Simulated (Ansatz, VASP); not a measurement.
Pb in VASP and in Ansatz

```xyz
2
Lattice="3.4239 0.0000 0.0000 -1.7119 2.9652 0.0000 0.0000 0.0000 5.7748" Properties=species:S:1:pos:R:3 pbc="T T T"
Pb    0.0000    1.9768    1.4437
Pb    1.7119    0.9884    4.3311
```

Alike in both runs: task single point; functional PBEsol; k mesh 18 × 18 × 10; occupations gaussian, width 0.15 eV; no spin polarisation.

|  | VASP | Ansatz |
| --- | --- | --- |
| version | VASP 6.6.1 | Ansatz 0.2.0 |
| potentials or method | VASP PAW PBE potentials, release 64 (Pb_d), cutoff 520 eV | scalar-relativistic, plane waves, PAW |
| valence electrons in the cell | 28 | 28 |

|  | VASP | Ansatz | Ansatz less VASP |
| --- | --- | --- | --- |
| gap on the k mesh at the Fermi level (eV) | none | none | - |
| pressure (GPa) | 0.8 | 0.9 | +0.09 |
| traceless stress, the component that is largest in VASP (GPa) | -0.59 | -0.59 | +0.001 |

VASP's potentials were made for PBE, not for PBEsol. A gap of «none» marks a metal or a gap that the smearing closes.

Neither program's run includes spin-orbit coupling.
